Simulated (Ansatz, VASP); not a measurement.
# Two plane-wave programs on BaTe

```
CELL_PARAMETERS angstrom
4.79512 0.00000 0.00000
-2.39756 4.15270 0.00000
0.00000 0.00000 8.41558
ATOMIC_POSITIONS crystal
Ba 0.00000 0.00000 0.00000
Ba 0.00000 0.00000 0.50000
Te 0.33333 0.66667 0.25000
Te 0.66667 0.33333 0.75000
```

Alike in both runs: task single point; functional PBE; k mesh 6 × 6 × 4; no spin polarisation.

|  | VASP | Ansatz |
| --- | --- | --- |
| version | VASP 6.6.1 | Ansatz 0.2.0 |
| potentials or method | VASP PAW PBE potentials, release 64 (Ba_sv, Te) | plane waves, PAW |
| plane-wave cutoff (eV) | 520 | 420 |
| occupations | gaussian, width 0.01 eV | fixed |
| valence electrons in the cell | 32 | 52 |

|  | VASP | Ansatz | Ansatz less VASP |
| --- | --- | --- | --- |
| gap on the k mesh at the Fermi level (eV) | 1.56 | 1.66 | +0.093 |
| pressure (GPa) | 2.4 | 2.0 | -0.40 |
| traceless stress, the component that is largest in VASP (GPa) | 0.23 | 0.18 | -0.051 |

VASP's potentials hold 32 valence electrons a cell and Ansatz's 52, so a difference there can come from the potentials and not from the codes.

Spin-orbit coupling is off throughout.
